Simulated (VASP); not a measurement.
# As in VASP: single point with PBE+D3(BJ)

Aim: the single point of As with PBE+D3(BJ).

All numbers are computed with VASP 6.6.1; they aren't measurements. Logs are shortened: lines on timing, memory, paths and dates and some standing lists are left out, and cuts for length are marked.

### Step 1. The cell of the first run

The cell holds a slab with vacuum, 2 atoms: a = 3.618 Å, b = 3.618 Å, c = 22.480 Å, α = 90.00°, β = 90.00°, γ = 120.00°.

### Step 2. Single point, PBE+D3(BJ)

INCAR

```
ALGO     = Normal         # electronic algorithm
DIPOL    = 0.5 0.5 0.627
EDIFF    = 1E-6           # SCF threshold, eV
ENCUT    = 400            # plane-wave cutoff, eV
GGA      = PE             # functional
GGA_COMPAT= F            
IDIPOL   = 3            
ISIF     = 2              # what is computed and relaxed
ISMEAR   = 0              # smearing method
IVDW     = 12             # dispersion correction
LASPH    = T              # aspherical terms in the spheres
LCHARG   = T              # write CHGCAR
LDIPOL   = T            
LELF     = T              # ELF
LREAL    = F              # projectors in reciprocal space
LVACPOTAV= T            
LVHAR    = T            
LWAVE    = F              # write WAVECAR
NBANDS   = 12             # bands
NELM     = 120            # most SCF steps
NELMDL   = -8           
PREC     = Accurate       # precision mode
SIGMA    = 0.04           # smearing width, eV
```

KPOINTS

```
k-points
0
Gamma
  12 12 1
```

POSCAR

```
As
1.0
    3.6178544650      0.0000000000      0.0000000000
   -1.8089272325      3.1331538739      0.0000000000
    0.0000000000      0.0000000000     22.4800000000
As
2
Direct
    0.3333333333      0.6666666667      0.5961422713
    0.0000000000      0.0000000000      0.6575300385
```

Potentials or basis: VASP PAW PBE potentials, release 64 (As).

The run is started by

```
$ cat potpaw_PBE.64/As/POTCAR > POTCAR
$ mpirun -np 1 vasp_std > vasp.out
```

OUTCAR:

```text
EDIFF = 1E-6
   ENCUT = 400
   GGA = PE
   ISIF = 2
   ISMEAR = 0
   IVDW = 12
   LASPH = T
   LREAL = F
   NELM = 120
   NELMDL = -8
   PREC = Accurate
 IVDW          = 12

 ion  position               nearest neighbor table
   1  0.333  0.667  0.596-   2 2.50   2 2.50   2 2.50
   2  0.000  0.000  0.658-   1 2.50   1 2.50   1 2.50

  LATTYP: Found a hexagonal cell.
 ALAT       =     3.6178544650
 C/A-ratio  =     6.2136275015

  Lattice vectors:

 A1 = (   3.6178544650,   0.0000000000,   0.0000000000)
 A2 = (  -1.8089272325,   3.1331538739,   0.0000000000)
 A3 = (   0.0000000000,   0.0000000000,  22.4800000000)

Analysis of symmetry for initial positions (statically):
=====================================================================
 Subroutine PRICEL returns:
 Original cell was already a primitive cell.

 Routine SETGRP: Setting up the symmetry group for a
 hexagonal supercell.

 Subroutine GETGRP returns: Found 12 space group operations
 (whereof  6 operations were pure point group operations)
 out of a pool of 24 trial point group operations.

The static configuration has the point symmetry C_3v.
 The point group associated with its full space group is D_3d.

Analysis of symmetry for dynamics (positions and initial velocities):
=====================================================================
 Subroutine PRICEL returns:
 Original cell was already a primitive cell.

 Routine SETGRP: Setting up the symmetry group for a
 hexagonal supercell.

 Subroutine GETGRP returns: Found 12 space group operations
 (whereof  6 operations were pure point group operations)
 out of a pool of 24 trial point group operations.

The dynamic configuration has the point symmetry C_3v.
 The point group associated with its full space group is D_3d.

 Subroutine INISYM returns: Found 12 space group operations
 (whereof  6 operations are pure point group operations),
 and found     1 'primitive' translations

----------------------------------------------------------------------------------------

                                     Primitive cell

  volume of cell :     254.8174

  direct lattice vectors                    reciprocal lattice vectors
     3.617854465  0.000000000  0.000000000     0.276406917  0.159583608  0.000000000
    -1.808927233  3.133153874  0.000000000     0.000000000  0.319167216  0.000000000
     0.000000000  0.000000000 22.480000000     0.000000000  0.000000000  0.044483986

  length of vectors
     3.617854465  3.617854465 22.480000000     0.319167216  0.319167216  0.044483986

  position of ions in fractional coordinates (direct lattice)
     0.333333333  0.666666667  0.596142271
     0.000000000  0.000000000  0.657530038

  ion indices of the primitive-cell ions
   primitive index   ion index
                 1           1
                 2           2

----------------------------------------------------------------------------------------

 KPOINTS: k-points

Automatic generation of k-mesh.
 Grid dimensions read from file:
 generate k-points for:   12   12    1

 Generating k-lattice:

  Cartesian coordinates                     Fractional coordinates (reciprocal lattice)
     0.023033910  0.013298634  0.000000000     0.083333333  0.000000000  0.000000000
     0.000000000  0.026597268  0.000000000     0.000000000  0.083333333  0.000000000
     0.000000000  0.000000000  0.044483986     0.000000000  0.000000000  1.000000000

  Length of vectors
     0.026597268  0.026597268  0.044483986

  Shift w.r.t. Gamma in fractional coordinates (k-lattice)
     0.000000000  0.000000000  0.000000000

 Subroutine IBZKPT returns following result:
 ===========================================

 Found     19 irreducible k-points:

 Following reciprocal coordinates:
            Coordinates               Weight
  0.000000  0.000000  0.000000      1.000000
  0.083333  0.000000  0.000000      6.000000
  0.166667 -0.000000  0.000000      6.000000
  0.250000 -0.000000  0.000000      6.000000
  0.333333 -0.000000  0.000000      6.000000
  0.416667  0.000000  0.000000      6.000000
[... 11 lines left out ...]
  0.333333  0.250000  0.000000     12.000000
  0.333333  0.333333  0.000000      2.000000
   k-points           NKPTS =     19   k-points in BZ     NKDIM =     19   number of bands    NBANDS=     12
   number of dos      NEDOS =    301   number of ions     NIONS =      2
   total plane-waves  NPLWV =  86400
   dimension x,y,z NGX =    24 NGY =   24 NGZ =  150
   dimension x,y,z NGXF=    48 NGYF=   48 NGZF=  300
   ions per type =               2
   NGX,Y,Z   is equivalent  to a cutoff of  11.03, 11.03, 11.09 a.u.
   NGXF,Y,Z  is equivalent  to a cutoff of  22.06, 22.06, 22.19 a.u.
 SYSTEM =  unknown system
   PREC   = accura    normal or accurate (medium, high low for compatibility)
   ISTART =      0    job   : 0-new  1-cont  2-samecut
   ICHARG =      2    charge: 1-file 2-atom 10-const
   ISPIN  =      1    spin polarized calculation?
   LNONCOLLINEAR =      F non collinear calculations
   LSORBIT =      F    spin-orbit coupling
   LASPH  =      T    aspherical Exc in radial PAW
   ENCUT  =  400.0 eV  29.40 Ry    5.42 a.u.   5.90  5.90 36.66*2*pi/ulx,y,z
   NELM   =    120;   NELMIN=  2; NELMDL= -8     # of ELM steps
   EDIFF  = 0.1E-05   stopping-criterion for ELM
   LREAL  =      F    real-space projection
   EDIFFG = 0.1E-04   stopping-criterion for IOM
   NSW    =      0    number of steps for IOM
   IBRION =     -1    ionic relax: 0-MD 1-quasi-New 2-CG
   NFREE  =      0    steps in history (QN), initial steepest desc. (CG)
   ISIF   =      2    stress and relaxation
   ISYM   =      2    0-nonsym 1-usesym 2-fastsym
   POTIM  = 0.5000    time-step for ionic-motion
   TEBEG  =    0.0;   TEEND  =   0.0 temperature during run
   PSTRESS=    0.0 pullay stress
   NELECT =      10.0000    total number of electrons
   NUPDOWN=      -1.0000    fix difference up-down
   EMIN   =  10.00;   EMAX   =-10.00  energy-range for DOS
   EFERMI =   0.00;   METHOD = LEGACY
   ISMEAR =     0;   SIGMA  =   0.04  broadening in eV -4-tet -1-fermi 0-gaus
   EFERMI_NEDOS =   21; number of points for ismear=-14 and -15
   IALGO  =     38    algorithm
   IMIX   =      4    mixing-type and parameters
     AMIX     =   0.40;   BMIX     =  1.00
     AMIX_MAG =   1.60;   BMIX_MAG =  1.00
  volume/ion in A,a.u.               =     127.41       859.80
  Fermi-wavevector in a.u.,A,eV,Ry     =   0.556329  1.051310  4.211032  0.309502
  Thomas-Fermi vector in A             =   1.590449
   LORBIT       =      0    0 simple, 1 ext, 2 COOP (PROOUT), +10 PAW based schemes
   GGA     = PE    functional components
   LHFCALC =     F    Hartree Fock is set to
   AEXX    =    0.0000 exact exchange contribution
   IVDW    =    12    specifies the selected vdW correction
   LEPSILON=     F    determine dielectric tensor
   LRPA    =     F    only Hartree local field effects (RPA)
 non-spin polarized calculation
 Gauss-broadening in eV      SIGMA  =   0.04
  energy-cutoff  :      400.00
  volume of cell :      254.82
 maximum number of plane-waves:      4668
 NGX is ok and might be reduce to    24
   NGX = 11   NGY = 11   NGZ = 73

 number of electron      10.0000000 magnetization

 dipolmoment           0.000000      0.000000     -0.000000 electrons x Angstroem

 number of electron       9.9999996 magnetization

 dipolmoment           0.000000      0.000000      0.000000 electrons x Angstroem

 Free energy of the ion-electron system (eV)
  ---------------------------------------------------
  ext. energy  EPLUGINS =         0.00000000
  ---------------------------------------------------
  free energy    TOTEN  =        -9.33178847 eV

  energy without entropy =       -9.33178847  energy(sigma->0) =       -9.33178847

 E-fermi :  -3.6083     XC(G=0):  -2.3212

 val. band max:       -3.8076910018   @ k =   0.0000   0.0000   0.0000
 cond. band min:      -2.1075464628   @ k =   0.3333  -0.0000   0.0000
 fundamental gap:      1.7001445390
 Fermi energy:        -3.6083153001

 k-point     1 :       0.0000    0.0000    0.0000
  band No.  band energies     occupation
      1     -17.1919      2.00000
      2     -10.8338      2.00000
      3      -4.1997      2.00000
      4      -3.8077      2.00000
      5      -3.8077      2.00000
      6      -1.8848      0.00000
      7      -0.2699      0.00000
      8      -0.2699      0.00000
      9       1.1482      0.00000
     10       1.3788      0.00000
     11       1.9759      0.00000
     12       2.4134      0.00000

 k-point     2 :       0.0833    0.0000    0.0000
  band No.  band energies     occupation
      1     -17.1006      2.00000
      2     -10.8256      2.00000
      3      -4.6893      2.00000
      4      -4.1575      2.00000
      5      -4.0103      2.00000
      6      -1.2481      0.00000
      7      -0.3819      0.00000
      8      -0.0576      0.00000
      9       1.2739      0.00000
     10       1.4880      0.00000
     11       2.0814      0.00000
     12       2.5224      0.00000

 k-point     3 :       0.1667   -0.0000    0.0000
  band No.  band energies     occupation
      1     -16.8294      2.00000
      2     -10.8504      2.00000
      3      -5.9795      2.00000
      4      -4.4610      2.00000
      5      -4.0704      2.00000
      6      -1.5058      0.00000
      7       0.2973      0.00000
      8       0.3665      0.00000
      9       1.5972      0.00000
     10       1.8184      0.00000
     11       2.3870      0.00000
     12       2.8338      0.00000

 k-point     4 :       0.2500   -0.0000    0.0000
  band No.  band energies     occupation
      1     -16.3883      2.00000
      2     -11.0685      2.00000
      3      -6.9417      2.00000
      4      -4.9390      2.00000
      5      -4.0951      2.00000
      6      -2.0064      0.00000
      7       0.5660      0.00000
      8       0.6862      0.00000
      9       1.9719      0.00000
     10       2.3393      0.00000
     11       2.8935      0.00000
     12       3.3066      0.00000

 k-point     5 :       0.3333   -0.0000    0.0000
  band No.  band energies     occupation
      1     -15.8036      2.00000
      2     -11.6400      2.00000
      3      -7.3162      2.00000
      4      -5.3276      2.00000
      5      -4.4442      2.00000
      6      -2.1075      0.00000
      7       0.1270      0.00000
      8       0.8069      0.00000
      9       2.6418      0.00000
     10       2.8161      0.00000
     11       3.4698      0.00000
     12       4.0153      0.00000
[... 153 lines left out ...]
      1     -14.5049      2.00000
      2     -12.9845      2.00000
      3      -7.4832      2.00000
      4      -6.1695      2.00000
      5      -5.2527      2.00000
      6      -0.9985      0.00000
      7      -0.1123      0.00000
      8       0.4997      0.00000
      9       3.0869      0.00000
     10       4.9750      0.00000
     11       5.0765      0.00000
     12       5.2938      0.00000

 k-point    17 :       0.2500    0.2500    0.0000
  band No.  band energies     occupation
      1     -14.9335      2.00000
      2     -12.4451      2.00000
      3      -7.4676      2.00000
      4      -6.6216      2.00000
      5      -4.7552      2.00000
      6      -1.0457      0.00000
      7      -0.1828      0.00000
      8       1.1386      0.00000
      9       3.6855      0.00000
     10       3.8208      0.00000
     11       4.3774      0.00000
     12       4.6962      0.00000

 k-point    18 :       0.3333    0.2500    0.0000
  band No.  band energies     occupation
      1     -14.3047      2.00000
      2     -13.0891      2.00000
      3      -7.8670      2.00000
      4      -6.1490      2.00000
      5      -5.2411      2.00000
      6      -1.4145      0.00000
      7       0.4086      0.00000
      8       0.9484      0.00000
      9       3.9668      0.00000
     10       4.6224      0.00000
     11       4.8337      0.00000
     12       5.2610      0.00000

 k-point    19 :       0.3333    0.3333    0.0000
  band No.  band energies     occupation
      1     -13.6829      2.00000
      2     -13.6829      2.00000
      3      -8.0945      2.00000
      4      -5.6766      2.00000
      5      -5.6766      2.00000
      6      -1.6531      0.00000
      7       0.8795      0.00000
      8       0.8795      0.00000
      9       4.3518      0.00000
     10       5.1083      0.00000
     11       5.1083      0.00000
     12       5.9004      0.00000

------------------------ aborting loop because EDIFF is reached ----------------------------------------

 Edisp (eV)   -0.41303

 E8    (eV) :    -0.1875

  FORCE on cell =-STRESS in cart. coord.  units (eV):
  Direction    XX          YY          ZZ          XY          YZ          ZX
  --------------------------------------------------------------------------------------
  -------------------------------------------------------------------------------------
  Total      -0.46279    -0.46279     0.20729     0.00000    -0.00000     0.00000
  in kB      -2.90979    -2.90979     1.30337     0.00000    -0.00000     0.00000
  external pressure =       -1.51 kB  Pullay stress =        0.00 kB

 VOLUME and BASIS-vectors are now :
 -----------------------------------------------------------------------------
  energy-cutoff  :      400.00
  volume of cell :      254.82
      direct lattice vectors                 reciprocal lattice vectors
     3.617854465  0.000000000  0.000000000     0.276406917  0.159583608  0.000000000
    -1.808927233  3.133153874  0.000000000     0.000000000  0.319167216  0.000000000
     0.000000000  0.000000000 22.480000000     0.000000000  0.000000000  0.044483986

 POSITION                                       TOTAL-FORCE (eV/Angst)
 -----------------------------------------------------------------------------------
     -0.00000      2.08877     13.40128        -0.000000      0.000000     -0.156181
      0.00000      0.00000     14.78128         0.000000      0.000000      0.156181
 -----------------------------------------------------------------------------------
    total drift:                                0.000000     -0.000000      0.000001

  FREE ENERGIE OF THE ION-ELECTRON SYSTEM (eV)
  ---------------------------------------------------
  free  energy   TOTEN  =        -9.7448184173 eV

  energy  without entropy=       -9.7448184173  energy(sigma->0) =       -9.74481842

 vacuum level on the upper side and lower side of the slab         1.666         1.666
```

It took 75 s on 1 thread of Intel Xeon 8259CL, shared host; peak memory 0.28 GiB.

Results:

| Property | Result |
| --- | --- |
| Free energy | -9.7448 eV |
| Largest force | 0.156 eV/Å |
| Band gap on the k mesh | 1.70 eV, indirect (least direct gap 1.92 eV) |
| Dispersion energy per atom | -0.207 eV |

Forces in eV/Å, atoms in the order of the input:
```
As   0.000  0.000 -0.156
As   0.000  0.000  0.156
```
